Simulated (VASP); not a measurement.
# GaAs (I-4m2) in VASP: further runs, part 2 of 2

VASP 6.6.1. Earlier steps stand in the parts before.

### Step 4. Single point, PBE (strain +0.0350 x Voigt [0, 0, 1, 0, 0, 0])

Input file INCAR:

```
SYSTEM = GaAs
ALGO = Normal
EDIFF = 1E-6
ENCUT = 520
GGA = PE
ISIF = 2
ISMEAR = 0
LASPH = .True.
LCHARG = .True.
LELF = .True.
LREAL = .False.
LVHAR = .True.
LWAVE = .False.
NBANDS = 16
NELM = 80
PREC = Accurate
SIGMA = 0.05
```

Input file KPOINTS:

```
k-points
0
Gamma
  10 10 10
  0 0 0
```

Input file POSCAR:

```
GaAs
1.0
    0.0000000000      2.8268500000      2.9257897500
    2.8268500000      0.0000000000      2.9257897500
    2.8268500000      2.8268500000      0.0000000000
Ga As
1 1
Direct
    0.0000000000      0.0000000000      0.0000000000
    0.7500000000      0.7500000000      0.7500000000
```

Potentials or basis: VASP PAW PBE potentials, release 64 (Ga_d, As).

Run with:

```bash
> cat potpaw_PBE.64/Ga_d/POTCAR potpaw_PBE.64/As/POTCAR > POTCAR
> mpirun -np 1 vasp_std > vasp.out
```

OUTCAR:

```text
SYSTEM = GaAs
   EDIFF = 1E-6
   ENCUT = 520
   GGA = PE
   ISIF = 2
   ISMEAR = 0
   LASPH = .True.
   LREAL = .False.
   NELM = 80
   PREC = Accurate

 ion  position               nearest neighbor table
   1  0.000  0.000  0.000-   2 2.48   2 2.48   2 2.48   2 2.48
   2  0.750  0.750  0.750-   1 2.48   1 2.48   1 2.48   1 2.48

  LATTYP: Found a body centered tetragonal cell.
 ALAT       =     3.9977696088
 C/A-ratio  =     1.4637110371

  Lattice vectors:

[... 644 lines left out ...]

  FORCE on cell =-STRESS in cart. coord.  units (eV):
  Direction    XX          YY          ZZ          XY          YZ          ZX
  --------------------------------------------------------------------------------------
  -------------------------------------------------------------------------------------
  Total        0.5012704      0.5012704     -0.1196863      0.0000000     -0.0000000      0.0000000
  in kB       17.1752886     17.1752886     -4.1008732      0.0000000     -0.0000000      0.0000000
  external PRESSURE =      10.0832346 kB  Pullay stress =       0.0000000 kB

 VOLUME and BASIS-vectors are now :
 -----------------------------------------------------------------------------
  energy-cutoff  :      520.00
  volume of cell :       46.76
      direct lattice vectors                 reciprocal lattice vectors
     0.000000000  2.826850000  2.925789750    -0.176875321  0.176875321  0.170894030
     2.826850000  0.000000000  2.925789750     0.176875321 -0.176875321  0.170894030
     2.826850000  2.826850000  0.000000000     0.176875321  0.176875321 -0.170894030

 POSITION                                       TOTAL-FORCE (eV/Angst)
 -----------------------------------------------------------------------------------
      0.00000      0.00000      0.00000        -0.000000     -0.000000     -0.000000
      4.24027      4.24027      4.38868         0.000000      0.000000      0.000000
 -----------------------------------------------------------------------------------
    total drift:                               -0.000002     -0.000002     -0.000001

  FREE ENERGIE OF THE ION-ELECTRON SYSTEM (eV)
  ---------------------------------------------------
  free  energy   TOTEN  =        -8.2658570683 eV

  energy  without entropy=       -8.2658547373  energy(sigma->0) =       -8.26585590
```

OSZICAR:

```text
N       E                     dE             d eps       ncg     rms          rms(c)
DAV:   1     0.844304729611E+02    0.84430E+02   -0.89393E+03  3328   0.153E+03
DAV:   2    -0.167148567132E+01   -0.86102E+02   -0.81856E+02  3760   0.312E+02
DAV:   3    -0.831552778343E+01   -0.66440E+01   -0.66217E+01  3960   0.668E+01
DAV:   4    -0.841750928289E+01   -0.10198E+00   -0.10197E+00  4048   0.921E+00
DAV:   5    -0.841891293828E+01   -0.14037E-02   -0.14036E-02  4112   0.969E-01    0.280E+00
DAV:   6    -0.828216894800E+01    0.13674E+00   -0.21131E-01  5008   0.764E+00    0.168E+00
DAV:   7    -0.826449843939E+01    0.17671E-01   -0.59185E-02  4032   0.171E+00    0.556E-01
DAV:   8    -0.826534175623E+01   -0.84332E-03   -0.98342E-03  4040   0.111E+00    0.985E-02
DAV:   9    -0.826573887270E+01   -0.39712E-03   -0.92264E-04  4112   0.365E-01    0.517E-02
DAV:  10    -0.826580490314E+01   -0.66030E-04   -0.68633E-05  4552   0.796E-02    0.280E-02
DAV:  11    -0.826585675990E+01   -0.51857E-04   -0.74056E-05  3752   0.631E-02    0.343E-03
DAV:  12    -0.826585706835E+01   -0.30845E-06   -0.11075E-06  3424   0.145E-02
   1 F= -.82658571E+01 E0= -.82658559E+01  d E =-.233100E-05
```

stdout:

```text
POSCAR found type information on POSCAR GaAs
 POSCAR found :  2 types and       2 ions
 scaLAPACK will be used
 LDA part: xc-table for (Slater+PW92), standard interpolation
 POSCAR, INCAR and KPOINTS ok, starting setup
 FFT: planning ... GRIDC
 FFT: planning ... GRID_SOFT
 FFT: planning ... GRID
 WAVECAR not read
 entering main loop
```

It took 66 s on 1 thread of Intel Xeon Platinum 8375C at 2.90GHz (Ice Lake), shared host; peak memory 0.22 GiB.

What came out:

* Free energy: -8.2659 eV
* Pressure: 1.0 GPa
* Band gap on the k mesh: 0.19 eV, direct

Caveat: the cell differs from its parent crystal (strain +0.0350 x Voigt [0, 0, 1, 0, 0, 0]).

### Step 5. Single point, PBE (strain +0.0400 x Voigt [0, 0, 1, 0, 0, 0])

Input file INCAR:

```
PREC = Accurate
ENCUT = 520
EDIFF = 1E-6
ISMEAR = 0
SIGMA = 0.05
LREAL = F
LASPH = T
NELM = 80
ALGO = Normal
ISIF = 2
LWAVE = F
LCHARG = F
GGA = PE
NBANDS = 16
```

Input file KPOINTS:

```
regular mesh
0
Gamma
  10 10 10
```

Input file POSCAR:

```
GaAs
1.0
    0.0000000000      2.8268500000      2.9399240000
    2.8268500000      0.0000000000      2.9399240000
    2.8268500000      2.8268500000      0.0000000000
Ga As
1 1
Direct
    0.0000000000      0.0000000000      0.0000000000
    0.7500000000      0.7500000000      0.7500000000
```

Potentials or basis: VASP PAW PBE potentials, release 64 (Ga_d, As).

Run with:

```bash
> cat potpaw_PBE.64/Ga_d/POTCAR potpaw_PBE.64/As/POTCAR > POTCAR
> mpirun -np 1 vasp_std > vasp.out
```

OUTCAR:

```text
PREC = Accurate
   ENCUT = 520
   EDIFF = 1E-6
   ISMEAR = 0
   LREAL = F
   LASPH = T
   NELM = 80
   ISIF = 2
   GGA = PE

 ion  position               nearest neighbor table
   1  0.000  0.000  0.000-   2 2.48   2 2.48   2 2.48   2 2.48
   2  0.750  0.750  0.750-   1 2.48   1 2.48   1 2.48   1 2.48

  LATTYP: Found a body centered tetragonal cell.
 ALAT       =     3.9977696088
 C/A-ratio  =     1.4707821049

  Lattice vectors:

 A1 = (  -2.8268500000,   0.0000000000,   2.9399240000)
 A2 = (   2.8268500000,   0.0000000000,   2.9399240000)
 A3 = (   0.0000000000,   2.8268500000,  -2.9399240000)

Analysis of symmetry for initial positions (statically):
=====================================================================
 Subroutine PRICEL returns:
 Original cell was already a primitive cell.

 Routine SETGRP: Setting up the symmetry group for a
 body centered tetragonal supercell.

 Subroutine GETGRP returns: Found  8 space group operations
 (whereof  8 operations were pure point group operations)
 out of a pool of 16 trial point group operations.

[... 161 lines left out ...]

 E-fermi :   3.7227     XC(G=0):  -9.4147

 val. band max:        3.6475106857   @ k =   0.0000   0.0000   0.0000
 cond. band min:       3.7874910551   @ k =   0.0000   0.0000   0.0000
 fundamental gap:      0.1399803693
 Fermi energy:         3.7227029932

 k-point     1 :       0.0000    0.0000    0.0000
  band No.  band energies     occupation
      1     -11.1774      2.00000
      2     -11.1674      2.00000
      3     -11.1674      2.00000
      4     -11.1046      2.00000
      5     -11.0979      2.00000
      6      -8.8770      2.00000
[... 433 lines left out ...]
      3     -11.1359      2.00000
      4     -11.1100      2.00000
      5     -11.0976      2.00000
      6      -7.3072      2.00000
[... 8 lines left out ...]
     15      15.8096      0.00000
     16      15.9419      0.00000

 [... further k-points ...]

------------------------ aborting loop because EDIFF is reached ----------------------------------------

  FORCE on cell =-STRESS in cart. coord.  units (eV):
  Direction    XX          YY          ZZ          XY          YZ          ZX
  --------------------------------------------------------------------------------------
  -------------------------------------------------------------------------------------
  Total        0.4420439      0.4420439     -0.2734905      0.0000000     -0.0000000      0.0000000
  in kB       15.0731617     15.0731617     -9.3256954      0.0000000     -0.0000000      0.0000000
  external PRESSURE =       6.9402093 kB  Pullay stress =       0.0000000 kB

 VOLUME and BASIS-vectors are now :
 -----------------------------------------------------------------------------
  energy-cutoff  :      520.00
  volume of cell :       46.99
      direct lattice vectors                 reciprocal lattice vectors
     0.000000000  2.826850000  2.939924000    -0.176875321  0.176875321  0.170072424
     2.826850000  0.000000000  2.939924000     0.176875321 -0.176875321  0.170072424
     2.826850000  2.826850000  0.000000000     0.176875321  0.176875321 -0.170072424

 POSITION                                       TOTAL-FORCE (eV/Angst)
 -----------------------------------------------------------------------------------
      0.00000      0.00000      0.00000        -0.000000     -0.000000     -0.000000
      4.24027      4.24027      4.40989         0.000000      0.000000      0.000000
 -----------------------------------------------------------------------------------
    total drift:                               -0.000002     -0.000002     -0.000001

  FREE ENERGIE OF THE ION-ELECTRON SYSTEM (eV)
  ---------------------------------------------------
  free  energy   TOTEN  =        -8.2649390362 eV

  energy  without entropy=       -8.2649278952  energy(sigma->0) =       -8.26493347
```

stdout:

```text
POSCAR found type information on POSCAR GaAs
 POSCAR found :  2 types and       2 ions
 scaLAPACK will be used
 LDA part: xc-table for (Slater+PW92), standard interpolation
 POSCAR, INCAR and KPOINTS ok, starting setup
 FFT: planning ... GRIDC
 FFT: planning ... GRID_SOFT
 FFT: planning ... GRID
 WAVECAR not read
 entering main loop
```

Run time: 60 s. Hardware: 1 thread of Intel Xeon Platinum 8375C at 2.90GHz (Ice Lake), shared host; peak memory 0.22 GiB.

Results:

```yaml
Free_energy: -8.2649 eV
Pressure: 0.7 GPa
Band_gap_on_the_k_mesh: 0.14 eV, direct
```

Stress tensor (GPa, compression positive):
```
 1.51  0.00  0.00
 0.00  1.51  0.00
 0.00  0.00 -0.93
```

Caveat: the cell differs from its parent crystal (strain +0.0400 x Voigt [0, 0, 1, 0, 0, 0]).

### Step 6. Overview

| cell | gap on the mesh (eV) | pressure (GPa) |
| --- | --- | --- |
| a = 4.038, b = 4.038, c = 3.998 Å, angles 60.3, 60.3, 59.3°, 2 atoms | 0.33 | 2.0 |
| a = 4.058, b = 4.058, c = 3.998 Å, angles 60.5, 60.5, 59.0°, 2 atoms | 0.24 | 1.3 |
| a = 4.068, b = 4.068, c = 3.998 Å, angles 60.6, 60.6, 58.9°, 2 atoms | 0.19 | 1.0 |
| a = 4.079, b = 4.079, c = 3.998 Å, angles 60.7, 60.7, 58.7°, 2 atoms | 0.14 | 0.7 |

Alike in all rows: task single point; level PBE; potentials or basis VASP PAW PBE potentials, release 64 (Ga_d, As); no spin polarisation; k mesh 10 × 10 × 10; cutoff (eV) 520; smearing gaussian 0.05 eV.

Total energies depend on the potentials used, so only differences within one code and one set of settings carry meaning.
